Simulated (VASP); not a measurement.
The system is NaH.

```
Na H
1.0
     2.80883    0.00000    0.00000
    -1.40442    2.43252    0.00000
     0.00000    0.00000    2.73459
Na H
1 1
Direct
  0.33333 0.66667 0.50000
  0.66667 0.33333 0.00000
```

* Program: VASP 6.6.1
* Task: relaxation of cell and atoms
* Functional: PBE
* Potentials or basis: VASP PAW PBE potentials, release 64 (Na_pv, H)
* Cutoff: 500 eV
* k mesh: 6 × 6 × 6
* Occupations: gaussian, width 0.1 eV
* Spin: no spin polarisation

At the start: pressure 20.4 GPa; volume 9.34 Å³/atom.

Task: How do energy, volume and symmetry change on relaxing?

Result: Over 7 steps the energy falls by 223.2 meV/atom and the volume is 14.05 Å³/atom (+50.4 %); space group P-6m2 (No. 187, to 0.05 Å).

The path:
| step | energy change (eV) | largest force (eV/Å) | pressure (GPa) | volume (Å³) |
| --- | --- | --- | --- | --- |
| 1 | 0.0000 | 0.0000 | 20.36 | 18.68 |
| 2 | -0.3020 | 0.0000 | 8.79 | 22.08 |
| 3 | -0.4312 | 0.0000 | 1.83 | 26.14 |
| 4 | -0.4423 | 0.0000 | 0.25 | 27.69 |
| 5 | -0.4428 | 0.0000 | -0.15 | 28.15 |
| 6 | -0.4456 | 0.0000 | -0.09 | 28.12 |
| 7 | -0.4464 | 0.0000 | -0.03 | 28.10 |

Final structure:
```xyz
2
Lattice="3.2836 0.0000 0.0000 -1.6418 2.8437 0.0000 0.0000 0.0000 3.0090" Properties=species:S:1:pos:R:3 pbc="T T T"
Na    0.0000    1.8958    1.5045
H     1.6418    0.9479    0.0000
```

Caveat: the k points lie up to 0.37 Å⁻¹ apart in the final cell; the volume moved by over 15 % at a fixed basis, so the end points are rough.
